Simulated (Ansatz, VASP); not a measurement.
## Al2Cu: VASP beside Ansatz

The input POSCAR:

```
Al2Cu
1.0
    2.8664976338      0.0000000000      0.0000000000
   -1.4332488169      2.4824597707      0.0000000000
    0.0000000000      0.0000000000      6.2270223000
Al Cu
2 1
Direct
    0.3333333333      0.6666666667      0.1840140000
    0.6666666667      0.3333333333      0.8159860000
    0.0000000000      0.0000000000      0.5000000000
```

INCAR.step1

```
SYSTEM = Al2Cu
PREC = Accurate ; ENCUT = 520
ISMEAR = 0 ; SIGMA = 0.1
LREAL = .FALSE. ; LASPH = .TRUE.
NELM = 80 ; NBANDS = 16
GGA = PE ; ALGO = Normal
EDIFF = 1E-4 ; LWAVE = .TRUE.
LCHARG = .FALSE.
```

Contents of INCAR.step2:

```
SYSTEM = Al2Cu
PREC = Accurate ; ENCUT = 520
EDIFF = 1E-6 ; ISMEAR = 0
SIGMA = 0.1 ; LREAL = .FALSE.
LASPH = .TRUE. ; NELM = 80
ALGO = Normal ; ISIF = 2
LWAVE = .FALSE. ; LCHARG = .TRUE.
METAGGA = R2SCAN ; LMIXTAU = .TRUE.
LELF = .TRUE. ; LVHAR = .TRUE.
NBANDS = 16 ; ISTART = 1
```

Contents of KPOINTS:

```
regular mesh
0
G
  18 18 8
  0 0 0
```

Input for Ansatz:

```yaml
crystal:
  lattice:
    - [2.8664976338, 0.0, 0.0]
    - [-1.4332488169, 2.4824597707, 0.0]
    - [0.0, 0.0, 6.2270223]
  atoms:
    - { symbol: Al, position: [0.3333333333, 0.6666666667, 0.184014] }
    - { symbol: Al, position: [0.6666666667, 0.3333333333, 0.815986] }
    - { symbol: Cu, position: [0.0, 0.0, 0.5] }
basis:
  ecutwfc: 500
kpoints:
  mp_grid: { grid: [18, 18, 8] }
  band_path:
    path:
      - [[0.0, 0.0, 0.0], [0.5, 0.0, 0.0], [0.33333333, 0.33333333, 0.0], [0.0, 0.0, 0.0], [0.0, 0.0, 0.5], [0.5, 0.0, 0.5], [0.33333333, 0.33333333, 0.5], [0.0, 0.0, 0.5]]
      - [[0.5, 0.0, 0.5], [0.5, 0.0, 0.0]]
      - [[0.33333333, 0.33333333, 0.5], [0.33333333, 0.33333333, 0.0]]
    npoints: 14
hamiltonian:
  xc: r2scan
scf:
  occupations: { method: gaussian, width: 0.1 }
  n_extra_bands: 7
output:
  forces: true
  stress: true
  eigenvalues: true
  populations: true
  dos: { projected: true, de: 0.02, nscf_kmesh: { grid: [22, 22, 10] } }
  bader: true
  write_density: true
  write_potential: true
  elf: true
  volumetric_format: npy
```

Alike in both runs: task single point; functional r2SCAN; k mesh 18 × 18 × 8; occupations gaussian, width 0.1 eV; no spin polarisation.

```csv
,VASP,Ansatz
version,VASP 6.6.1,Ansatz 0.2.0
potentials or method,"VASP PAW PBE potentials, release 64 (Al, Cu), cutoff 520 eV","scalar-relativistic, plane waves, PAW"
valence electrons in the cell,17,25
```

```tsv
	VASP	Ansatz	Ansatz less VASP
gap on the k mesh at the Fermi level (eV)	none	none	-
pressure (GPa)	-3.4	-3.3	+0.13
traceless stress, the component that is largest in VASP (GPa)	0.30	0.18	-0.121
rms of the force components (eV/Å)	0.017	0.026	+0.0085
```

VASP's potentials were made for PBE, not for r2SCAN. Atom by atom the forces differ by 0.008 eV/Å (rms over components). A gap of «none» marks a metal or a gap that the smearing closes. The functional is the same, so the differences come from potentials, cutoffs and numerics. VASP's potentials hold 17 valence electrons a cell and Ansatz's 25, so a difference there can come from the potentials and not from the codes.
